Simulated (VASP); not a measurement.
Wanted: the native input for a VASP 6.6.1 run.

| Property | Result |
| --- | --- |
| Task | single point |
| Functional | PBEsol |
| Potentials or basis | VASP PAW PBE potentials, release 64 (P) |
| Cutoff | 520 eV |
| k mesh | 6 × 6 × 6 |
| Occupations | gaussian, width 0.05 eV |
| Spin | no spin polarisation |
| Dipole correction | no |
| Further INCAR settings | ALGO = Normal; EDIFF = 1e-07; NBANDS = 30 |

The structure of P lies in POSCAR:

```
P
1.0
    4.6294112731     -4.0855502189     -0.0096600381
    4.6294112731      4.0855502189     -0.0096600381
   -0.0342585451      0.0000000000      5.2942619569
P
8
Direct
    0.8512742797      0.8512742797      0.2375644293
    0.1487257203      0.1487257203      0.7624355707
    0.7191783959      0.7191783959      0.5855434286
    0.2808216041      0.2808216041      0.4144565714
    0.5015958456      0.7783891987      0.2493767515
    0.2216108013      0.4984041544      0.7506232485
    0.4984041544      0.2216108013      0.7506232485
    0.7783891987      0.5015958456      0.2493767515
```

This cell differs from its parent crystal: strain +0.025 along x and y, +0.000 along z.

These files were run (other wordings do the same):

INCAR

```
SYSTEM = P
PREC     = Accurate       ! precision mode
ENCUT    = 520            ! plane-wave cutoff, eV
EDIFF    = 1E-7           ! SCF threshold, eV
ISMEAR   = 0              ! smearing method
SIGMA    = 0.05           ! smearing width, eV
LREAL    = .False.        ! projectors in reciprocal space
LASPH    = .True.         ! aspherical terms in the spheres
NELM     = 80             ! most SCF steps
ALGO     = Normal         ! electronic algorithm
ISIF     = 2              ! what is computed and relaxed
LWAVE    = .False.        ! write WAVECAR
LCHARG   = .False.        ! write CHGCAR
GGA      = PS             ! functional
NBANDS   = 30             ! bands
```

KPOINTS

```
regular mesh
0
Gamma
  6 6 6
  0 0 0
```

Potentials or basis: VASP PAW PBE potentials, release 64 (P).

The run is started by

```console
$ cat potpaw_PBE.64/P/POTCAR > POTCAR
$ mpirun -np 1 vasp_std > vasp.out
```

Results of the run:

```json
{"Pressure": "-3.0 GPa", "Largest force": "1.093 eV/Å", "Band gap on the k mesh": "2.09 eV (least direct gap 2.44 eV)"}
```

Caveat: the cell differs from its parent crystal (strain +0.025 along x and y, +0.000 along z); this functional lacks dispersion, which holds the molecules together, so the pressure and a relaxed volume are unreliable; the PAW data sets were made with another functional, which shifts forces and pressure a little.

Run time: 3.9 min on 1 thread of Intel(R) Xeon(R) Platinum 8488C (Sapphire Rapids), with other jobs on the host, peak memory 0.45 GiB.
